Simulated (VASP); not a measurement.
Write the native input for VASP 6.6.1 that does the following.

```yaml
Task: single point
Functional: PBE
Potentials_or_basis: VASP PAW PBE potentials, release 64 (Cr_pv, O)
Cutoff: 520 eV
k_mesh: 4 × 4 × 6
Occupations: fermi-dirac, width 0.1 eV
Spin: collinear spin, antiferromagnetic start
Starting_moments: "[2.1, -2.1, 0.0, 0.0, 0.0, 0.0] μB"
Hubbard_terms: Cr d U = 2.9 eV, J = 0.9 eV
Dipole_correction: no
LDAUTYPE: 1
Hund's_J: 0.9
Further_INCAR_settings: ALGO = Normal; EDIFF = 1e-06; NBANDS = 37
```

The structure of CrO2 lies in POSCAR:

```
CrO2
1.0
    4.4210000000      0.0000000000      0.0000000000
    0.0000000000      4.4210000000      0.0000000000
    0.0000000000      0.0000000000      2.9170000000
Cr O
2 4
Direct
    0.0000000000      0.0000000000      0.0000000000
    0.5000000000      0.5000000000      0.5000000000
    0.3010000000      0.3010000000      0.0000000000
    0.1990000000      0.8010000000      0.5000000000
    0.6990000000      0.6990000000      0.0000000000
    0.8010000000      0.1990000000      0.5000000000
```

One way to write it, as run:

INCAR

```
PREC     = Accurate       # precision mode
ENCUT    = 520            # plane-wave cutoff, eV
EDIFF    = 1E-6           # SCF threshold, eV
ISMEAR   = -1             # smearing method
SIGMA    = 0.1            # smearing width, eV
LREAL    = False          # projectors in reciprocal space
LASPH    = True           # aspherical terms in the spheres
NELM     = 150            # most SCF steps
ALGO     = Normal         # electronic algorithm
ISIF     = 2              # what is computed and relaxed
LWAVE    = False          # write WAVECAR
LCHARG   = False          # write CHGCAR
ISPIN    = 2              # spin polarisation
MAGMOM   = 2.1 -2.1 0 0 0 0 # initial moments
LORBIT   = 11             # projections on sites
LMAXMIX  = 4              # l up to which the mixer works
LDAU     = True           # DFT+U
LDAUTYPE = 1            
LDAUL    = 2 -1           # shell
LDAUU    = 2.9 0          # U, eV
LDAUJ    = 0.9 0        
LDAUPRINT= 1            
GGA      = PE             # functional
NBANDS   = 37             # bands
```

KPOINTS

```
Automatic mesh
0
Gamma
  4 4 6
```

Potentials or basis: VASP PAW PBE potentials, release 64 (Cr_pv, O).

The run is started by

```bash
$ cat potpaw_PBE.64/Cr_pv/POTCAR potpaw_PBE.64/O/POTCAR > POTCAR
$ mpirun -np 1 vasp_std > vasp.out
```

Results of the run:

| Quantity | Value |
| --- | --- |
| Pressure | 7.1 GPa |
| Largest force | 0.300 eV/Å |
| Band gap on the k mesh | zero (filled and empty bands overlap) |
| Net moment | 0.00 μB per cell |
| Site moments | Cr +1.82, -1.82; O -0.01, +0.01 (each value once) μB |
| Valence electrons inside the program's atomic spheres | Cr 10.83; O 5.05 |

Caveat: the stress differs along the axes, from 5 to 11 GPa.

It took 45 s on 1 thread of Intel(R) Xeon(R) 6975P-C (Granite Rapids), with other jobs on the host, peak memory 0.23 GiB.
